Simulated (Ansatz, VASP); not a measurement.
Two plane-wave programs on FeO

```xyz
2
Lattice="0.0000 2.2083 2.2083 2.2083 0.0000 2.2083 2.2083 2.2083 0.0000" Properties=species:S:1:pos:R:3 pbc="T T T"
Fe    0.0000    0.0000    0.0000
O     2.2083    2.2083    2.2083
```

Alike in both runs: task single point; functional PBE; k mesh 4 × 4 × 4; collinear spin; Hubbard terms Fe d U = 3.0 eV.

|  | VASP | Ansatz |
| --- | --- | --- |
| version | VASP 6.6.1 | Ansatz 0.2 development build |
| potentials or method | VASP PAW PBE potentials, release 64 (Fe, O) | scalar-relativistic |
| plane-wave cutoff (eV) | 600 | 1240 |
| occupations | fermi-dirac, width 0.1 eV | fermi-dirac |

```tsv
	VASP	Ansatz	Ansatz less VASP
net moment per atom (μB)	0.00	0.00	0.000
```

The programs project onto different local orbitals, so the same U acts differently, and such runs can settle in different states.

The k mesh is coarse, so the values compare programs but aren't converged.
